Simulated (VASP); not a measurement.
Mo: single point with BLYP

The system is Mo.

```
CELL_PARAMETERS angstrom
0.00000 2.00015 2.00015
2.00015 0.00000 2.00015
2.00015 2.00015 0.00000
ATOMIC_POSITIONS crystal
Mo 0.00000 0.00000 0.00000
```

This cell differs from its parent crystal: volume scaled by 0.96.

* Program: VASP 6.6.1
* Task: single point
* Functional: BLYP
* Potentials or basis: VASP PAW PBE potentials, release 64 (Mo_sv)
* Cutoff: 520 eV
* k mesh: 15 × 15 × 15
* Occupations: fermi-dirac, width 0.1 eV
* Spin: no spin polarisation
* Dipole correction: no
* Further INCAR settings: ALGO = Normal; EDIFF = 1e-06; NBANDS = 13

```
Pressure               : 10.8 GPa
Band gap on the k mesh : zero (band 7 reaches 16.24 eV, above the bottom of band 8 at 11.59 eV)
```

Levels at points of the mesh, in eV from the Fermi level:
```csv
k point,band 3,band 4,band 5,band 6,band 7,band 8,band 9,band 10,band 11,band 12
"(0.00, 0.00, 0.00)",-34.00,-34.00,-6.54,-0.77,-0.77,-0.77,1.90,1.90,13.28,18.53
```

It took 15 s on 1 thread of AMD EPYC 9R45 96-Core Processor (Zen 5), on a shared host, peak memory 0.12 GiB.

Caveat: the PAW data sets were made with another functional, which shifts forces and pressure a little.
